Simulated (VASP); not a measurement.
# NbNiS4 (P-3m1) in VASP: a series of runs, part 2 of 2

VASP 6.6.1. Earlier steps stand in the parts before.

## Step 3: Single point, PBE

This run uses another cell than the first one, of 20.74 Å³/atom, 0.943 times its volume.

The input, INCAR:

```
SYSTEM = NbNiS4
PREC = Accurate ; ENCUT = 520
EDIFF = 1E-6 ; ISMEAR = 0
SIGMA = 0.1 ; LREAL = .False.
LASPH = .True. ; NELM = 100
ALGO = Normal ; ISIF = 2
LWAVE = .False. ; LCHARG = .True.
GGA = PE ; LELF = .True.
LVHAR = .True. ; NBANDS = 32
```

The input, KPOINTS:

```
Automatic mesh
0
Gamma
  12 12 4
  0 0 0
```

The input, POSCAR:

```
NbNiS4
1.0
    3.3662736594      0.0000000000      0.0000000000
   -1.6831368297      2.9152785052      0.0000000000
    0.0000000000      0.0000000000     12.6822450175
Nb Ni S
1 1 4
Direct
    0.0000000000      0.0000000000      0.5000000000
    0.0000000000      0.0000000000      0.0000000000
    0.6666666667      0.3333333333      0.9084223735
    0.6666666667      0.3333333333      0.3781386201
    0.3333333333      0.6666666667      0.6218613799
    0.3333333333      0.6666666667      0.0915776265
```

Potentials or basis: VASP PAW PBE potentials, release 64 (Nb_sv, Ni, S).

Run with:

```console
cat potpaw_PBE.64/Nb_sv/POTCAR potpaw_PBE.64/Ni/POTCAR potpaw_PBE.64/S/POTCAR > POTCAR
mpirun -np 1 vasp_std > vasp.out
```

Run time: 5.8 min. Hardware: 1 thread of Intel Xeon Platinum 8488C (Sapphire Rapids), shared host; peak memory 0.42 GiB.

It converged, with:

```
Free energy   : -35.9378 eV
Pressure      : -0.2 GPa
Largest force : 0.033 eV/Å
```

Forces in eV/Å, atoms in the order of the input:
```
Nb   0.000  0.000  0.000
Ni   0.000  0.000  0.000
S    0.000  0.000  0.020
S    0.000  0.000  0.033
S    0.000  0.000 -0.033
S    0.000  0.000 -0.020
```

Levels at points of the mesh, in eV from the Fermi level:
| k point | band 20 | band 21 | band 22 | band 23 | band 24 | band 25 | band 26 | band 27 | band 28 | band 29 |
| --- | --- | --- | --- | --- | --- | --- | --- | --- | --- | --- |
| (0.00, 0.00, 0.00) | -0.51 | -0.51 | -0.48 | -0.48 | -0.03 | -0.03 | 0.39 | 1.34 | 1.34 | 3.69 |
| (0.50, 0.00, 0.00) | -2.53 | -2.26 | -2.07 | -1.62 | -1.03 | 0.81 | 1.19 | 1.91 | 2.58 | 4.07 |
| (0.00, 0.00, 0.50) | -0.50 | -0.50 | -0.50 | -0.50 | -0.03 | -0.03 | 0.49 | 1.34 | 1.34 | 3.69 |
| (0.50, 0.00, 0.50) | -2.47 | -2.24 | -2.22 | -1.62 | -1.01 | 0.82 | 1.20 | 1.91 | 2.57 | 4.07 |

Caveat: this functional lacks dispersion, which binds the layers, so the pressure and a relaxed spacing across them are unreliable; the run has no spin polarisation, though such a crystal can be magnetic. With open d or f shells a metallic result of PBE can be an artefact of self-interaction; +U or a hybrid may open a gap.

## Step 4: Single point, PBE

This run uses another cell than the first one, of 20.77 Å³/atom, 0.945 times its volume.

The input, INCAR:

```
SYSTEM = NbNiS4
  PREC = Accurate
  ENCUT = 520
  EDIFF = 1E-6
  ISMEAR = 0
  SIGMA = 0.1
  LREAL = .False.
  LASPH = .True.
  NELM = 100
  ALGO = Normal
  ISIF = 2
  LWAVE = .False.
  LCHARG = .False.
  GGA = PE
  NBANDS = 32
```

KPOINTS is that of step 3.

The input, POSCAR:

```
NbNiS4
1.0
    3.3657712579      0.0000000000      0.0000000000
   -1.6828856289      2.9148434127      0.0000000000
    0.0000000000      0.0000000000     12.7036691372
Nb Ni S
1 1 4
Direct
    0.0000000000      0.0000000000      0.5000000000
    0.0000000000      0.0000000000      0.0000000000
    0.6666666667      0.3333333333      0.9085616913
    0.6666666667      0.3333333333      0.3783401374
    0.3333333333      0.6666666667      0.6216598626
    0.3333333333      0.6666666667      0.0914383087
```

Run with:

```console
cat potpaw_PBE.64/Nb_sv/POTCAR potpaw_PBE.64/Ni/POTCAR potpaw_PBE.64/S/POTCAR > POTCAR
mpirun -np 1 vasp_std > vasp.out
```

Run time: 5.1 min. Hardware: 1 thread of Intel Xeon Platinum 8488C (Sapphire Rapids), shared host; peak memory 0.42 GiB.

It converged, with:

| Quantity | Value |
| --- | --- |
| Free energy | -35.9378 eV |
| Pressure | -0.2 GPa |
| Largest force | 0.030 eV/Å |

Forces in eV/Å, atoms in the order of the input:
```
Nb   0.000  0.000  0.000
Ni   0.000  0.000  0.000
S    0.000  0.000  0.019
S    0.000  0.000  0.030
S    0.000  0.000 -0.030
S    0.000  0.000 -0.019
```

Levels at points of the mesh, in eV from the Fermi level:
| k point | band 20 | band 21 | band 22 | band 23 | band 24 | band 25 | band 26 | band 27 | band 28 | band 29 |
| --- | --- | --- | --- | --- | --- | --- | --- | --- | --- | --- |
| (0.00, 0.00, 0.00) | -0.51 | -0.51 | -0.48 | -0.48 | -0.03 | -0.03 | 0.38 | 1.34 | 1.34 | 3.70 |
| (0.50, 0.00, 0.00) | -2.53 | -2.26 | -2.08 | -1.62 | -1.03 | 0.81 | 1.20 | 1.91 | 2.58 | 4.08 |
| (0.00, 0.00, 0.50) | -0.50 | -0.50 | -0.49 | -0.49 | -0.03 | -0.03 | 0.49 | 1.34 | 1.34 | 3.70 |
| (0.50, 0.00, 0.50) | -2.47 | -2.24 | -2.23 | -1.62 | -1.01 | 0.82 | 1.20 | 1.91 | 2.57 | 4.07 |

Caveat: this functional lacks dispersion, which binds the layers, so the pressure and a relaxed spacing across them are unreliable; the run has no spin polarisation, though such a crystal can be magnetic. With open d or f shells a metallic result of PBE can be an artefact of self-interaction; +U or a hybrid may open a gap.

## Step 5: Relaxation of cell and atoms, PBE

This run uses another cell than the first one, of 20.74 Å³/atom, 0.943 times its volume.

The input, INCAR:

```
ALGO = Normal
EDIFF = 1E-6
EDIFFG = -0.001
ENCUT = 600
GGA = PE
IBRION = 2
ISIF = 3
ISMEAR = 0
LASPH = True
LCHARG = False
LREAL = False
LWAVE = False
NELM = 100
NSW = 80
PREC = Accurate
SIGMA = 0.1
```

The input, KPOINTS:

```
k-points
0
Gamma
  12 12 4
```

The input, POSCAR:

```
NbNiS4
1.0
    3.3662736594      0.0000000000      0.0000000000
   -1.6831368297      2.9152785052      0.0000000000
    0.0000000000      0.0000000000     12.6822450175
Nb Ni S
1 1 4
Direct
    0.0000000000      0.0000000000      0.5000000000
    0.0000000000      0.0000000000      0.0000000000
    0.6666666667      0.3333333333      0.9084223735
    0.6666666667      0.3333333333      0.3781386201
    0.3333333333      0.6666666667      0.6218613799
    0.3333333333      0.6666666667      0.0915776265
```

Run with:

```console
cat potpaw_PBE.64/Nb_sv/POTCAR potpaw_PBE.64/Ni/POTCAR potpaw_PBE.64/S/POTCAR > POTCAR
mpirun -np 1 vasp_std > vasp.out
```

Wall time 62 min (1 thread of Intel Xeon Platinum 8488C (Sapphire Rapids), shared host); peak memory 0.49 GiB.

It converged, with:

```
Free energy                            : -35.9381 eV
Relaxed volume                         : 20.70 Å³/atom
Relaxed cell                           : a = 3.364 Å, b = 3.364 Å, c = 12.677 Å, α = 90.00°, β = 90.00°, γ = 120.00°
Space group after relaxing (to 0.05 Å) : P-3m1 (No. 164)
Energy gained by relaxing              : 0.0 meV/atom
Ionic steps                            : 64
Pressure after relaxing                : 0.0 GPa
```

Step by step:
| step | energy change (eV) | largest force (eV/Å) | pressure (GPa) | volume (Å³) |
| --- | --- | --- | --- | --- |
| 1 | 0.0000 | 0.0327 | -0.25 | 124.46 |
| 3 | -0.0002 | 0.0048 | 0.01 | 124.21 |
| 5 | -0.0002 | 0.0027 | 0.00 | 124.23 |
| 7 | -0.0001 | 0.0251 | -0.18 | 124.44 |
| 9 | -0.0002 | 0.0026 | -0.07 | 124.27 |
| 11 | -0.0002 | 0.0023 | -0.05 | 124.24 |
| 13 | -0.0002 | 0.0031 | 0.08 | 124.23 |
| 15 | -0.0002 | 0.0029 | -0.01 | 124.23 |
| 17 | -0.0002 | 0.0012 | 0.03 | 124.23 |
| 19 | -0.0002 | 0.0051 | -0.08 | 124.22 |
| 21 | -0.0002 | 0.0047 | -0.05 | 124.22 |
| 23 | -0.0002 | 0.0048 | -0.04 | 124.22 |
| 25 | -0.0002 | 0.0048 | -0.03 | 124.22 |
| 27 | -0.0002 | 0.0048 | -0.03 | 124.22 |
| 29 | -0.0002 | 0.0048 | -0.03 | 124.22 |
| 31 | -0.0002 | 0.0048 | -0.03 | 124.22 |
| 33 | -0.0002 | 0.0048 | -0.03 | 124.22 |
| 35 | -0.0002 | 0.0048 | -0.03 | 124.22 |
| 37 | -0.0002 | 0.0048 | -0.03 | 124.22 |
| 39 | -0.0002 | 0.0047 | -0.03 | 124.22 |
| 41 | -0.0002 | 0.0043 | -0.02 | 124.22 |
| 43 | -0.0002 | 0.0032 | 0.00 | 124.22 |
| 45 | -0.0002 | 0.0023 | 0.07 | 124.22 |
| 47 | -0.0002 | 0.0017 | -0.06 | 124.23 |
| 49 | -0.0002 | 0.0027 | -0.10 | 124.22 |
| 51 | -0.0002 | 0.0008 | -0.01 | 124.22 |
| 53 | -0.0002 | 0.0019 | 0.00 | 124.22 |
| 55 | -0.0002 | 0.0014 | -0.01 | 124.22 |
| 57 | -0.0002 | 0.0011 | -0.02 | 124.22 |
| 59 | -0.0002 | 0.0011 | -0.02 | 124.22 |
| 61 | -0.0002 | 0.0012 | -0.02 | 124.22 |
| 63 | -0.0002 | 0.0009 | -0.01 | 124.22 |
| 64 | -0.0002 | 0.0007 | 0.00 | 124.22 |

Final structure:
```
CELL_PARAMETERS angstrom
3.36377 0.00000 0.00000
-1.68189 2.91311 0.00000
0.00000 0.00000 12.67701
ATOMIC_POSITIONS crystal
Nb 0.00000 0.00000 0.50000
Ni 0.00000 0.00000 0.00000
S 0.66667 0.33333 0.90844
S 0.66667 0.33333 0.37818
S 0.33333 0.66667 0.62182
S 0.33333 0.66667 0.09156
```

Levels at points of the mesh, in eV from the Fermi level:
```
           k point  band 20  band 21  band 22  band 23  band 24  band 25  band 26  band 27  band 28
(0.00, 0.00, 0.00)    -0.51    -0.51    -0.48    -0.48    -0.03    -0.03     0.39     1.34     1.34
(0.50, 0.00, 0.00)    -2.54    -2.26    -2.08    -1.62    -1.04     0.81     1.20     1.92     2.58
(0.00, 0.00, 0.50)    -0.50    -0.50    -0.49    -0.49    -0.03    -0.03     0.49     1.34     1.34
(0.50, 0.00, 0.50)    -2.47    -2.25    -2.23    -1.62    -1.01     0.82     1.20     1.92     2.58
```

Caveat: this functional lacks dispersion, which binds the layers, so the pressure and a relaxed spacing across them are unreliable; the run has no spin polarisation, though such a crystal can be magnetic. Spin polarisation is off, so any magnetic state and its effect on volume and gap are missing.

## Step 6: Overview

```csv
task,cell,cutoff (eV),gap on the mesh (eV),pressure (GPa),largest force (eV/Å)
single point,"a = 3.367, b = 3.367, c = 13.438 Å, angles 90.0, 90.0, 120.0°, 6 atoms",520,none,-0.3,0.03
single point,"a = 3.366, b = 3.366, c = 12.682 Å, angles 90.0, 90.0, 120.0°, 6 atoms",520,none,-0.2,0.03
single point,"a = 3.366, b = 3.366, c = 12.704 Å, angles 90.0, 90.0, 120.0°, 6 atoms",520,none,-0.2,0.03
relaxation of cell and atoms,"relaxed from a = 3.366, b = 3.366, c = 12.682 Å, angles 90.0, 90.0, 120.0°, 6 atoms",600,none,0.0,-
```

Alike in all rows: level PBE; potentials or basis VASP PAW PBE potentials, release 64 (Nb_sv, Ni, S); no spin polarisation; k mesh 12 × 12 × 4; smearing gaussian 0.1 eV.

Caveats: this functional lacks dispersion, which binds the layers, so the pressure and a relaxed spacing across them are unreliable; the run has no spin polarisation, though such a crystal can be magnetic.

Total energies depend on the potentials used, so only differences within one code and one set of settings carry meaning.
